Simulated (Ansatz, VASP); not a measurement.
## CdAu in VASP and in Ansatz

```
Au Cd
1.0
     3.31961    0.00000    0.00000
     0.00000    3.31961    0.00000
     0.00000    0.00000    3.31961
Au Cd
1 1
Direct
  0.00000 0.00000 0.00000
  0.50000 0.50000 0.50000
```

Alike in both runs: task single point; functional LDA; k mesh 10 × 10 × 10; occupations gaussian, width 0.021 eV; no spin polarisation.

|  | VASP | Ansatz |
| --- | --- | --- |
| version | VASP 6.6.1 | Ansatz 0.2.0 |
| potentials or method | VASP PAW LDA potentials, release 64 (Au, Cd), cutoff 520 eV | PAW plane waves |
| valence electrons in the cell | 23 | 39 |

|  | VASP | Ansatz | Ansatz less VASP |
| --- | --- | --- | --- |
| pressure (GPa) | -3.4 | -4.4 | -0.92 |

LDA's correlation is that of Perdew and Zunger in VASP and of Perdew and Wang (1992) in Ansatz. VASP's potentials hold 23 valence electrons a cell and Ansatz's 39, so a difference there can come from the potentials and not from the codes.

Spin-orbit coupling is off throughout.
